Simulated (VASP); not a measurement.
Set up this calculation in VASP 6.6.1, as the native input.

- Task: single point
- Functional: PBE
- Dispersion: D3(BJ)
- Potentials or basis: VASP PAW PBE potentials, release 64 (Ga_d, P, B, Cl)
- Cutoff: 520 eV
- k mesh: 3 × 3 × 1
- Occupations: fermi-dirac, width 0.1 eV
- Spin: no spin polarisation
- Dipole correction: no
- Further INCAR settings: LREAL = Auto; ALGO = Normal; EDIFF = 1e-06; NBANDS = 100

The structure of Ga8BP8Cl3 lies in POSCAR:

```
Ga8BP8Cl3
1.0
    7.6834380000      0.0000000000      0.0000000000
   -3.8417190000      6.6540520000      0.0000000000
    0.0000000000      0.0000000000     16.5342930000
Ga P B Cl
8 8 1 3
Direct
    0.1835304436      0.0022242086      0.2473404820
    0.1666653642      0.3333307284      0.0604803604
    0.2201453931      0.5358990281      0.2212492545
    0.1666581394      0.8333268210      0.0604803604
    0.7273942464      0.0501048083      0.2528441948
    0.6666628914      0.3333307284      0.0604803604
    0.5372270874      0.4008234381      0.2904690270
    0.6666686816      0.8333268210      0.0604803604
    0.2436264720      0.1625024872      0.3746818809
    0.0255645841      0.1572275059      0.1755986785
    0.1663996409      0.3917312338      0.3608258303
   -0.0170504347      0.6364843557      0.2084697543
    0.8504352215      0.2587295681      0.3706720330
    0.5175139249      0.1642457859      0.1903921746
    0.8794329678      0.5477414363      0.3453186659
    0.5622695550      0.7027747905      0.2067218719
    0.8752398683      0.6944941218      0.5451276326
    1.0365807085      0.5924961212      0.5575865869
    0.9378920074      0.9431546372      0.5220120389
    0.6277107666      0.5519343702      0.5755432059
```

These files were run (other wordings do the same):

INCAR

```
  ALGO = Normal
  EDIFF = 1E-6
  ENCUT = 520
  GGA = PE
  ISIF = 2
  ISMEAR = -1
  IVDW = 12
  LASPH = T
  LCHARG = F
  LREAL = Auto
  LWAVE = F
  NBANDS = 100
  NELM = 100
  PREC = Accurate
  SIGMA = 0.1
```

KPOINTS

```
k-points
0
Gamma
  3 3 1
```

Potentials or basis: VASP PAW PBE potentials, release 64 (Ga_d, P, B, Cl).

Launch:

```sh
$ cat potpaw_PBE.64/Ga_d/POTCAR potpaw_PBE.64/P/POTCAR potpaw_PBE.64/B/POTCAR potpaw_PBE.64/Cl/POTCAR > POTCAR
$ mpirun -np 1 vasp_std > vasp.out
```

It gave:

```json
{
  "Largest force": "1.352 eV/Å",
  "Band gap on the k mesh": "0.16 eV (least direct gap 0.36 eV)",
  "Dispersion energy per atom": "-0.217 eV"
}
```

Caveat: there is no dipole correction, which matters where the two faces differ; semilocal functionals underestimate gaps, and a narrow one can read as zero.

It took 28 min on 1 thread of Intel Xeon 8259CL, with other jobs on the host, peak memory 1 GiB.
